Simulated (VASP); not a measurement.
A run of VASP 6.6.1 is set up as follows.

Contents of INCAR:

```
PREC     = Accurate       # precision mode
ENCUT    = 500            # plane-wave cutoff, eV
EDIFF    = 1E-6           # SCF threshold, eV
ISMEAR   = -1             # smearing method
SIGMA    = 0.08           # smearing width, eV
LREAL    = False          # projectors in reciprocal space
LASPH    = True           # aspherical terms in the spheres
NELM     = 120            # most SCF steps
ALGO     = Normal         # electronic algorithm
ISIF     = 2              # what is computed and relaxed
LWAVE    = False          # write WAVECAR
LCHARG   = False          # write CHGCAR
GGA      = PE             # functional
NBANDS   = 35             # bands
GGA_COMPAT= False
```

The input KPOINTS:

```
Automatic mesh
0
Gamma
  11 11 3
```

File POSCAR:

```
WSe2
1.0
    3.2241984815      0.0000000000      0.0000000000
   -1.6120992407      2.7922377918      0.0000000000
    0.0000000000      0.0000000000     12.9700000000
W Se
2 4
Direct
    0.3333333333      0.6666666667      0.2500000000
    0.6666666667      0.3333333333      0.7500000000
    0.3333333333      0.6666666667      0.6210000000
    0.6666666667      0.3333333333      0.1210000000
    0.3333333333      0.6666666667      0.8790000000
    0.6666666667      0.3333333333      0.3790000000
```

Potentials or basis: VASP PAW PBE potentials, release 64 (W_sv, Se).

Run with:

```bash
$ cat potpaw_PBE.64/W_sv/POTCAR potpaw_PBE.64/Se/POTCAR > POTCAR
$ mpirun -np 1 vasp_std > vasp.out
```

Q: Estimate the band gap on the k mesh.

A: 0.97 eV (least direct gap 1.95 eV).

Q: Estimate the pressure.

A: 10.2 GPa.

Q: Estimate the largest force.

A: 0.691 eV/Å.

Stress tensor (GPa, compression positive):
```
10.59  0.00  0.00
 0.00 10.59  0.00
 0.00  0.00  9.50
```

Caveat: the cell differs from its parent crystal (equal xx and yy strain of -2 %); the cell stands under pressure; spin-orbit coupling is left out, which moves the levels of the heavy elements; this functional lacks dispersion, which binds layers or chains, so the pressure and a relaxed spacing across them are unreliable. A k mesh can miss the band edges.
